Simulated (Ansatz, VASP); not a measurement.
ZrC in VASP and in Ansatz

```
Zr C
1.0
     0.07051    2.38546    2.38546
     2.38546    0.07051    2.38546
     2.38546    2.38546    0.07051
Zr C
1 1
Direct
  0.50000 0.50000 0.50000
  0.00000 0.00000 0.00000
```

Change from the starting cell: equal xy, yz and zx shear strains of +3 %.

Alike in both runs: task single point; functional PBE; k mesh 15 × 15 × 15; occupations fermi-dirac, width 0.05 eV; no spin polarisation.

|  | VASP | Ansatz |
| --- | --- | --- |
| version | VASP 6.6.1 | Ansatz 0.2.0 |
| potentials or method | VASP PAW PBE potentials, release 64 (Zr_sv, C), cutoff 520 eV | all-electron LAPW, scalar-relativistic |

|  | VASP | Ansatz | Ansatz less VASP |
| --- | --- | --- | --- |
| pressure (GPa) | 1.6 | 1.4 | -0.19 |
| traceless stress, the component that is largest in VASP (GPa) | -4.80 | -4.80 | -0.004 |

Ansatz ran all-electron here, and VASP with PAW potentials.
